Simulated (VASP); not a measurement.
# AgBiTeSe (P4/mmm) in VASP: a series of runs

Runs on AgBiTeSe. Level: PBE. Tasks: single point.

All numbers are computed with VASP 6.6.1; they aren't measurements. Logs are shortened: lines on timing, memory, paths and dates and some standing lists are left out, and cuts for length are marked.

## 1. The cell of the first run

It takes space group P4/mmm (No. 123, tetragonal). The conventional cell has a = 4.165 Å, b = 4.165 Å, c = 6.236 Å, α = 90.00°, β = 90.00°, γ = 90.00°. Ag (site symmetry 4/mmm) has 4 Te at 2.94 Å and 2 Se at 3.12 Å within 3.9 Å. Bi (site symmetry 4/mmm) has 4 Se at 2.94 Å and 2 Te at 3.12 Å within 3.9 Å. Te (site symmetry 4/mmm) has 4 Ag at 2.94 Å and 2 Bi at 3.12 Å within 3.9 Å. Within 3.9 Å of Se (site symmetry 4/mmm) lie 4 Bi at 2.94 Å and 2 Ag at 3.12 Å.

## 2. Single point, PBE

Contents of INCAR:

```
SYSTEM = AgBiTeSe
  PREC = Accurate
  ENCUT = 520
  EDIFF = 1E-6
  ISMEAR = -1
  SIGMA = 0.05
  LREAL = .FALSE.
  LASPH = .TRUE.
  NELM = 80
  ALGO = Normal
  ISIF = 2
  LWAVE = .FALSE.
  LCHARG = .FALSE.
  GGA = PE
  NBANDS = 27
```

Contents of KPOINTS:

```
Automatic mesh
0
G
  6 6 4
  0 0 0
```

Contents of POSCAR:

```
AgBiTeSe
1.0
    4.1645031401      0.0000000000      0.0000000000
    0.0000000000      4.1645031401      0.0000000000
    0.0000000000      0.0000000000      6.2358142245
Ag Bi Te Se
1 1 1 1
Direct
    0.0000000000      0.0000000000      0.0000000000
    0.5000000000      0.5000000000      0.5000000000
    0.5000000000      0.5000000000      0.0000000000
    0.0000000000      0.0000000000      0.5000000000
```

Potentials or basis: VASP PAW PBE potentials, release 64 (Ag, Bi_d, Te, Se).

Started as:

```console
> cat potpaw_PBE.64/Ag/POTCAR potpaw_PBE.64/Bi_d/POTCAR potpaw_PBE.64/Te/POTCAR potpaw_PBE.64/Se/POTCAR > POTCAR
> mpirun -np 1 vasp_std > vasp.out
```

OUTCAR:

```text
SYSTEM = AgBiTeSe
   PREC = Accurate
   ENCUT = 520
   EDIFF = 1E-6
   ISMEAR = -1
   LREAL = .FALSE.
   LASPH = .TRUE.
   NELM = 80
   ISIF = 2
   GGA = PE

 ion  position               nearest neighbor table
   1  0.000  0.000  0.000-   3 2.94   3 2.94   3 2.94   3 2.94   4 3.12   4 3.12
   2  0.500  0.500  0.500-   4 2.94   4 2.94   4 2.94   4 2.94   3 3.12   3 3.12
   3  0.500  0.500  0.000-   1 2.94   1 2.94   1 2.94   1 2.94   2 3.12   2 3.12
   4  0.000  0.000  0.500-   2 2.94   2 2.94   2 2.94   2 2.94   1 3.12   1 3.12

  LATTYP: Found a simple tetragonal cell.
 ALAT       =     4.1645031401
 C/A-ratio  =     1.4973729193

  Lattice vectors:

 A1 = (   4.1645031401,   0.0000000000,   0.0000000000)
 A2 = (   0.0000000000,   4.1645031401,   0.0000000000)
 A3 = (   0.0000000000,   0.0000000000,   6.2358142245)

Analysis of symmetry for initial positions (statically):
=====================================================================
 Subroutine PRICEL returns:
 Original cell was already a primitive cell.

 Routine SETGRP: Setting up the symmetry group for a
 simple tetragonal supercell.

 Subroutine GETGRP returns: Found 16 space group operations
 (whereof 16 operations were pure point group operations)
 out of a pool of 16 trial point group operations.

The static configuration has the point symmetry D_4h.

Analysis of symmetry for dynamics (positions and initial velocities):
=====================================================================
 Subroutine PRICEL returns:
 Original cell was already a primitive cell.

 Routine SETGRP: Setting up the symmetry group for a
 simple tetragonal supercell.

 Subroutine GETGRP returns: Found 16 space group operations
 (whereof 16 operations were pure point group operations)
 out of a pool of 16 trial point group operations.

The dynamic configuration has the point symmetry D_4h.

 Subroutine INISYM returns: Found 16 space group operations
 (whereof 16 operations are pure point group operations),
 and found     1 'primitive' translations

----------------------------------------------------------------------------------------

                                     Primitive cell

  volume of cell :     108.1483

  direct lattice vectors                    reciprocal lattice vectors
     4.164503140  0.000000000  0.000000000     0.240124684  0.000000000  0.000000000
     0.000000000  4.164503140  0.000000000     0.000000000  0.240124684  0.000000000
     0.000000000  0.000000000  6.235814225     0.000000000  0.000000000  0.160363982

  length of vectors
     4.164503140  4.164503140  6.235814225     0.240124684  0.240124684  0.160363982

  position of ions in fractional coordinates (direct lattice)
     0.000000000  0.000000000  0.000000000
     0.500000000  0.500000000  0.500000000
     0.500000000  0.500000000  0.000000000
     0.000000000  0.000000000  0.500000000

  ion indices of the primitive-cell ions
   primitive index   ion index
                 1           1
                 2           2
                 3           3
                 4           4

----------------------------------------------------------------------------------------

 KPOINTS: Automatic mesh

Automatic generation of k-mesh.
 Grid dimensions read from file:
 generate k-points for:    6    6    4

 Generating k-lattice:

  Cartesian coordinates                     Fractional coordinates (reciprocal lattice)
     0.040020781  0.000000000  0.000000000     0.166666667  0.000000000  0.000000000
     0.000000000  0.040020781  0.000000000     0.000000000  0.166666667  0.000000000
     0.000000000  0.000000000  0.040090995     0.000000000  0.000000000  0.250000000

  Length of vectors
     0.040020781  0.040020781  0.040090995

  Shift w.r.t. Gamma in fractional coordinates (k-lattice)
     0.000000000  0.000000000  0.000000000

 Subroutine IBZKPT returns following result:
 ===========================================

 Found     30 irreducible k-points:

 Following reciprocal coordinates:
            Coordinates               Weight
[... 44 lines left out ...]

 val. band max:        6.1034407170   @ k =   0.5000   0.0000   0.5000
 cond. band min:       6.2722904250   @ k =   0.3333   0.0000   0.0000
 fundamental gap:      0.1688497079
 Fermi energy:         6.2141354773

 k-point     1 :       0.0000    0.0000    0.0000
  band No.  band energies     occupation
      1     -17.2877      2.00000
      2     -17.2725      2.00000
      3     -17.2355      2.00000
      4     -17.2136      2.00000
      5     -17.2136      2.00000
      6      -8.2376      2.00000
[... 19 lines left out ...]
     26      12.9505      0.00000
     27      13.2512      0.00000

 k-point     2 :       0.1667    0.0000    0.0000
  band No.  band energies     occupation
      1     -17.2835      2.00000
      2     -17.2759      2.00000
      3     -17.2321      2.00000
      4     -17.2153      2.00000
      5     -17.2135      2.00000
      6      -8.0508      2.00000
[... 19 lines left out ...]
     26      13.1080      0.00000
     27      13.5255      0.00000

 k-point     3 :       0.3333    0.0000    0.0000
  band No.  band energies     occupation
      1     -17.2825      2.00000
      2     -17.2761      2.00000
      3     -17.2243      2.00000
      4     -17.2185      2.00000
      5     -17.2132      2.00000
      6      -7.5297      2.00000
[... 19 lines left out ...]
     26      12.9857      0.00000
     27      13.4961      0.00000

 k-point     4 :       0.5000    0.0000    0.0000
  band No.  band energies     occupation
      1     -17.2859      2.00000
      2     -17.2729      2.00000
      3     -17.2202      2.00000
      4     -17.2199      2.00000
      5     -17.2130      2.00000
      6      -7.0368      2.00000
[... 19 lines left out ...]
     26      12.0797      0.00000
     27      13.9876      0.00000
[... 516 lines left out ...]
      4     -17.2154      2.00000
      5     -17.2137      2.00000
      6      -7.9545      2.00000
[... 19 lines left out ...]
     26      12.3725      0.00000
     27      13.7416      0.00000

 k-point    23 :       0.3333    0.0000    0.5000
  band No.  band energies     occupation
      1     -17.2825      2.00000
      2     -17.2761      2.00000
      3     -17.2238      2.00000
      4     -17.2187      2.00000
      5     -17.2134      2.00000
      6      -7.4502      2.00000
[... 19 lines left out ...]
     26      12.8572      0.00000
     27      12.8958      0.00000

 k-point    24 :       0.5000    0.0000    0.5000
  band No.  band energies     occupation
      1     -17.2859      2.00000
      2     -17.2729      2.00000
      3     -17.2204      2.00000
      4     -17.2194      2.00000
      5     -17.2132      2.00000
      6      -7.0129      2.00000
[... 19 lines left out ...]
     26      12.5240      0.00000
     27      15.1450      0.00000

 [... further k-points ...]

------------------------ aborting loop because EDIFF is reached ----------------------------------------

  FORCE on cell =-STRESS in cart. coord.  units (eV):
  Direction    XX          YY          ZZ          XY          YZ          ZX
  --------------------------------------------------------------------------------------
  -------------------------------------------------------------------------------------
  Total        0.5622124      0.5622124      1.8170969      0.0000000      0.0000000      0.0000000
  in kB        8.3289727      8.3289727     26.9196321      0.0000000      0.0000000      0.0000000
  external PRESSURE =      14.5258591 kB  Pullay stress =       0.0000000 kB

 VOLUME and BASIS-vectors are now :
 -----------------------------------------------------------------------------
  energy-cutoff  :      520.00
  volume of cell :      108.15
      direct lattice vectors                 reciprocal lattice vectors
     4.164503140  0.000000000  0.000000000     0.240124684  0.000000000  0.000000000
     0.000000000  4.164503140  0.000000000     0.000000000  0.240124684  0.000000000
     0.000000000  0.000000000  6.235814225     0.000000000  0.000000000  0.160363982

 POSITION                                       TOTAL-FORCE (eV/Angst)
 -----------------------------------------------------------------------------------
      0.00000      0.00000      0.00000         0.000000      0.000000      0.000000
      2.08225      2.08225      3.11791         0.000000      0.000000      0.000000
      2.08225      2.08225      0.00000         0.000000      0.000000      0.000000
      0.00000      0.00000      3.11791         0.000000      0.000000      0.000000
 -----------------------------------------------------------------------------------
    total drift:                                0.000000      0.000000     -0.000000

  FREE ENERGIE OF THE ION-ELECTRON SYSTEM (eV)
  ---------------------------------------------------
  free  energy   TOTEN  =       -13.7920611911 eV

  energy  without entropy=      -13.7851308562  energy(sigma->0) =      -13.78859602
```

Run time: 64 s. Hardware: 1 thread of Intel Xeon Platinum 8259CL at 2.50GHz (Skylake/Cascade Lake), shared host; peak memory 0.28 GiB.

Results:

```yaml
Free_energy: -13.7921 eV
Pressure: 1.5 GPa
Band_gap_on_the_k_mesh: zero (bands 19 and 20 overlap by 0.64 eV)
```

Caveat: spin-orbit coupling is left out, which moves the levels of the heavy elements.

## 3. Single point, PBE

This run uses another cell than the first one, of 27.78 Å³/atom.

Contents of INCAR:

```
SYSTEM = AgBiTeSe
PREC = Accurate ; ENCUT = 520
EDIFF = 1E-6 ; ISMEAR = -1
SIGMA = 0.05 ; LREAL = .False.
LASPH = .True. ; NELM = 60
ALGO = Normal ; ISIF = 2
LWAVE = .False. ; LCHARG = .False.
GGA = PE ; NBANDS = 27
```

Contents of KPOINTS:

```
regular mesh
0
Gamma
  6 6 4
  0 0 0
```

Contents of POSCAR:

```
AgBiTeSe
1.0
    4.2021930000      0.0000000000      0.0000000000
    0.0000000000      4.2021930000      0.0000000000
    0.0000000000      0.0000000000      6.2922500000
Ag Bi Te Se
1 1 1 1
Direct
    0.0000000000      0.0000000000      0.0000000000
    0.5000000000      0.5000000000      0.5000000000
    0.5000000000      0.5000000000      0.0000000000
    0.0000000000      0.0000000000      0.5000000000
```

Potentials or basis: VASP PAW PBE potentials, release 64 (Ag, Bi_d, Te, Se).

Started as:

```console
> cat potpaw_PBE.64/Ag/POTCAR potpaw_PBE.64/Bi_d/POTCAR potpaw_PBE.64/Te/POTCAR potpaw_PBE.64/Se/POTCAR > POTCAR
> mpirun -np 1 vasp_std > vasp.out
```

It took 78 s on 1 thread of Intel Xeon Platinum 8259CL at 2.50GHz (Skylake/Cascade Lake), shared host; peak memory 0.28 GiB.

It converged, with:

```yaml
Free_energy: -13.8048 eV
Pressure: -0.1 GPa
Band_gap_on_the_k_mesh: zero (bands 19 and 20 overlap by 0.61 eV)
```

Stress tensor (GPa, compression positive):
```
-0.80  0.00  0.00
 0.00 -0.80  0.00
 0.00  0.00  1.26
```

Levels at points of the mesh, in eV from the Fermi level:
```csv
k point,band 16,band 17,band 18,band 19,band 20,band 21,band 22,band 23
"(0.00, 0.00, 0.00)",-3.48,-1.35,-0.99,-0.99,1.04,3.60,3.78,3.78
"(0.50, 0.00, 0.00)",-2.72,-2.13,-1.44,-0.40,-0.36,1.39,4.05,4.46
"(0.50, 0.50, 0.00)",-3.23,-2.81,-2.81,-2.34,0.20,3.82,3.82,4.60
"(0.00, 0.00, 0.50)",-2.13,-1.68,-1.21,-1.21,0.14,3.14,3.56,3.56
"(0.50, 0.00, 0.50)",-1.70,-0.74,-0.40,-0.40,-0.34,-0.09,0.83,3.73
"(0.50, 0.50, 0.50)",-3.21,-3.21,-2.31,-0.78,0.29,2.14,4.51,4.51
```

Caveat: spin-orbit coupling is left out, which moves the levels of the heavy elements.

## 4. Single point, PBE

This run uses another cell than the first one, of 28.52 Å³/atom.

Contents of INCAR:

```
SYSTEM = AgBiTeSe
  PREC = Accurate
  ENCUT = 520
  EDIFF = 1E-6
  ISMEAR = -1
  SIGMA = 0.05
  LREAL = .FALSE.
  LASPH = .TRUE.
  NELM = 60
  ALGO = Normal
  ISIF = 2
  LWAVE = .FALSE.
  LCHARG = .TRUE.
  GGA = PE
  LELF = .TRUE.
  LVHAR = .TRUE.
  NBANDS = 27
```

Contents of KPOINTS:

```
Automatic mesh
0
G
  6 6 4
  0 0 0
```

Contents of POSCAR:

```
AgBiTeSe
1.0
    4.2392186347      0.0000000000      0.0000000000
    0.0000000000      4.2392186347      0.0000000000
    0.0000000000      0.0000000000      6.3476911827
Ag Bi Te Se
1 1 1 1
Direct
    0.0000000000      0.0000000000      0.0000000000
    0.5000000000      0.5000000000      0.5000000000
    0.5000000000      0.5000000000      0.0000000000
    0.0000000000      0.0000000000      0.5000000000
```

Started as:

```console
> cat potpaw_PBE.64/Ag/POTCAR potpaw_PBE.64/Bi_d/POTCAR potpaw_PBE.64/Te/POTCAR potpaw_PBE.64/Se/POTCAR > POTCAR
> mpirun -np 1 vasp_std > vasp.out
```

Wall time 61 s (1 thread of Intel Xeon Platinum 8259CL at 2.50GHz (Skylake/Cascade Lake), shared host); peak memory 0.28 GiB.

The run converged. Its results:

| Quantity | Value |
| --- | --- |
| Free energy | -13.7905 eV |
| Pressure | -1.5 GPa |
| Band gap on the k mesh | zero (bands 19 and 20 overlap by 0.58 eV) |

Stress tensor (GPa, compression positive):
```
-2.20  0.00  0.00
 0.00 -2.20  0.00
 0.00  0.00  0.02
```

Levels at points of the mesh, in eV from the Fermi level:
```csv
k point,band 15,band 16,band 17,band 18,band 19,band 20,band 21,band 22,band 23,band 24
"(0.00, 0.00, 0.00)",-3.52,-3.40,-1.28,-0.94,-0.94,1.01,3.67,3.67,3.67,3.98
"(0.50, 0.00, 0.00)",-2.75,-2.60,-2.06,-1.43,-0.39,-0.34,1.34,3.95,4.45,5.04
"(0.50, 0.50, 0.00)",-3.44,-3.18,-2.69,-2.69,-2.23,0.25,3.89,3.89,4.45,4.81
"(0.00, 0.00, 0.50)",-3.14,-2.10,-1.62,-1.14,-1.14,0.16,3.02,3.46,3.46,3.81
"(0.50, 0.00, 0.50)",-1.94,-1.65,-0.72,-0.44,-0.38,-0.34,-0.06,0.79,3.79,3.91
"(0.50, 0.50, 0.50)",-3.25,-3.08,-3.08,-2.22,-0.77,0.27,2.11,4.40,4.40,5.29
```

Caveat: spin-orbit coupling is left out, which moves the levels of the heavy elements.

## 5. Single point, PBE

This run uses another cell than the first one, of 29.26 Å³/atom.

Contents of INCAR:

```
PREC = Accurate
ENCUT = 520
EDIFF = 1E-6
ISMEAR = -1
SIGMA = 0.05
LREAL = F
LASPH = T
NELM = 60
ALGO = Normal
ISIF = 2
LWAVE = F
LCHARG = T
GGA = PE
LELF = T
LVHAR = T
NBANDS = 27
```

Contents of KPOINTS:

```
Automatic mesh
0
Gamma
  6 6 4
```

Contents of POSCAR:

```
AgBiTeSe
1.0
    4.2756085574      0.0000000000      0.0000000000
    0.0000000000      4.2756085574      0.0000000000
    0.0000000000      0.0000000000      6.4021804674
Ag Bi Te Se
1 1 1 1
Direct
    0.0000000000      0.0000000000      0.0000000000
    0.5000000000      0.5000000000      0.5000000000
    0.5000000000      0.5000000000      0.0000000000
    0.0000000000      0.0000000000      0.5000000000
```

Started as:

```console
> cat potpaw_PBE.64/Ag/POTCAR potpaw_PBE.64/Bi_d/POTCAR potpaw_PBE.64/Te/POTCAR potpaw_PBE.64/Se/POTCAR > POTCAR
> mpirun -np 1 vasp_std > vasp.out
```

It took 62 s on 1 thread of Intel Xeon Platinum 8259CL at 2.50GHz (Skylake/Cascade Lake), shared host; peak memory 0.29 GiB.

It converged, with:

- Free energy: -13.7531 eV
- Pressure: -2.6 GPa
- Band gap on the k mesh: zero (bands 19 and 20 overlap by 0.57 eV)

Stress tensor (GPa, compression positive):
```
-3.40  0.00  0.00
 0.00 -3.40  0.00
 0.00  0.00 -1.06
```

Levels at points of the mesh, in eV from the Fermi level:
```tsv
k point	band 17	band 18	band 19	band 20	band 21	band 22
(0.00, 0.00, 0.00)	-1.23	-0.89	-0.89	0.97	3.56	3.56
(0.50, 0.00, 0.00)	-1.99	-1.43	-0.38	-0.32	1.29	3.85
(0.50, 0.50, 0.00)	-2.58	-2.58	-2.13	0.29	3.95	3.95
(0.00, 0.00, 0.50)	-1.57	-1.09	-1.09	0.19	2.91	3.37
(0.50, 0.00, 0.50)	-0.71	-0.47	-0.36	-0.33	-0.04	0.76
(0.50, 0.50, 0.50)	-2.95	-2.14	-0.76	0.25	2.08	4.30
```

Caveat: spin-orbit coupling is left out, which moves the levels of the heavy elements.

## 6. Single point, PBE

This run uses another cell than the first one, of 30.00 Å³/atom.

Contents of INCAR:

```
PREC = Accurate
ENCUT = 520
EDIFF = 1E-6
ISMEAR = -1
SIGMA = 0.05
LREAL = False
LASPH = True
NELM = 60
ALGO = Normal
ISIF = 2
LWAVE = False
LCHARG = False
GGA = PE
NBANDS = 27
```

KPOINTS is that of step 5.

Contents of POSCAR:

```
AgBiTeSe
1.0
    4.3113893720      0.0000000000      0.0000000000
    0.0000000000      4.3113893720      0.0000000000
    0.0000000000      0.0000000000      6.4557576903
Ag Bi Te Se
1 1 1 1
Direct
    0.0000000000      0.0000000000      0.0000000000
    0.5000000000      0.5000000000      0.5000000000
    0.5000000000      0.5000000000      0.0000000000
    0.0000000000      0.0000000000      0.5000000000
```

Potentials or basis: VASP PAW PBE potentials, release 64 (Ag, Bi_d, Te, Se).

Started as:

```console
> cat potpaw_PBE.64/Ag/POTCAR potpaw_PBE.64/Bi_d/POTCAR potpaw_PBE.64/Te/POTCAR potpaw_PBE.64/Se/POTCAR > POTCAR
> mpirun -np 1 vasp_std > vasp.out
```

It took 61 s on 1 thread of Intel Xeon Platinum 8259CL at 2.50GHz (Skylake/Cascade Lake), shared host; peak memory 0.28 GiB.

The run converged. Its results:

```
Free energy            : -13.6959 eV
Pressure               : -3.6 GPa
Band gap on the k mesh : zero (bands 19 and 20 overlap by 0.56 eV)
```

Stress tensor (GPa, compression positive):
```
-4.42  0.00  0.00
 0.00 -4.42  0.00
 0.00  0.00 -1.99
```

Levels at points of the mesh, in eV from the Fermi level:
```csv
k point,band 17,band 18,band 19,band 20,band 21,band 22
"(0.00, 0.00, 0.00)",-1.17,-0.85,-0.85,0.95,3.46,3.46
"(0.50, 0.00, 0.00)",-1.93,-1.42,-0.37,-0.30,1.25,3.75
"(0.50, 0.50, 0.00)",-2.48,-2.48,-2.03,0.34,4.02,4.02
"(0.00, 0.00, 0.50)",-1.52,-1.03,-1.03,0.21,2.81,3.28
"(0.50, 0.00, 0.50)",-0.69,-0.50,-0.34,-0.33,-0.02,0.73
"(0.50, 0.50, 0.50)",-2.82,-2.06,-0.75,0.23,2.06,4.19
```

Caveat: the cell stands under tension; spin-orbit coupling is left out, which moves the levels of the heavy elements.

## 7. Summary

| cell | gap on the mesh (eV) | pressure (GPa) |
| --- | --- | --- |
| a = 4.165, b = 4.165, c = 6.236 Å, 4 atoms | none | 1.5 |
| a = 4.202, b = 4.202, c = 6.292 Å, 4 atoms | none | -0.1 |
| a = 4.239, b = 4.239, c = 6.348 Å, 4 atoms | none | -1.5 |
| a = 4.276, b = 4.276, c = 6.402 Å, 4 atoms | none | -2.6 |
| a = 4.311, b = 4.311, c = 6.456 Å, 4 atoms | none | -3.6 |

Alike in all rows: task single point; level PBE; potentials or basis VASP PAW PBE potentials, release 64 (Ag, Bi_d, Te, Se); no spin polarisation; k mesh 6 × 6 × 4; cutoff (eV) 520; smearing fermi-dirac 0.05 eV.

Caveats: spin-orbit coupling is left out, which moves the levels of the heavy elements; the cell stands under tension (at least some runs).

Absolute energies hang on the potentials; compare differences alone.
